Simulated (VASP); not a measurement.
Write the native input for VASP 6.6.1 that does the following.

- Task: relaxation of cell and atoms
- Functional: PBE
- Potentials or basis: VASP PAW PBE potentials, release 64 (Ti_sv, Al)
- Cutoff: 600 eV
- k mesh: 6 × 6 × 6
- Occupations: gaussian, width 0.1 eV
- Spin: no spin polarisation
- Dipole correction: no
- Further INCAR settings: ALGO = Fast; EDIFF = 1e-07; IBRION = 2; EDIFFG = -0.05; NSW = 100; ISIF = 3

The structure of TiAl lies in POSCAR:

```
TiAl
1.0
    3.0180000000      0.0000000000      0.0000000000
    0.0000000000      3.0180000000      0.0000000000
    0.0000000000      0.0000000000      3.0180000000
Ti Al
1 1
Direct
    0.5000000000      0.5000000000      0.5000000000
    0.0000000000      0.0000000000      0.0000000000
```

One way to write it, as run:

INCAR

```
PREC = Accurate ; ENCUT = 600
EDIFF = 1E-7 ; ISMEAR = 0
SIGMA = 0.1 ; LREAL = False
LASPH = True ; NELM = 60
ALGO = Fast ; ISIF = 3
LWAVE = False ; LCHARG = False
GGA = PE ; IBRION = 2
NSW = 100 ; EDIFFG = -0.05
```

KPOINTS

```
Automatic mesh
0
Gamma
  6 6 6
```

Potentials or basis: VASP PAW PBE potentials, release 64 (Ti_sv, Al).

Launch:

```bash
$ cat potpaw_PBE.64/Ti_sv/POTCAR potpaw_PBE.64/Al/POTCAR > POTCAR
$ mpirun -np 1 vasp_std > vasp.out
```

Results of the run:

The relaxed volume is 16.14 Å³/atom and the relaxed cell is a = 3.184 Å, b = 3.184 Å, c = 3.184 Å, α = 90.00°, β = 90.00°, γ = 90.00°. The space group after relaxing (to 0.05 Å) is Pm-3m (No. 221), the energy gained by relaxing is 162.6 meV/atom and the ionic steps are 6. The pressure after relaxing is 0.0 GPa.

Caveat: the volume moved by over 15 % at a fixed basis, so the end points are rough; the volume moved by +17 % from the deposited cell, more than functionals usually miss.

Run time: 2.8 min on 1 thread of Intel Xeon 8259CL, with other jobs on the host, peak memory 0.15 GiB.
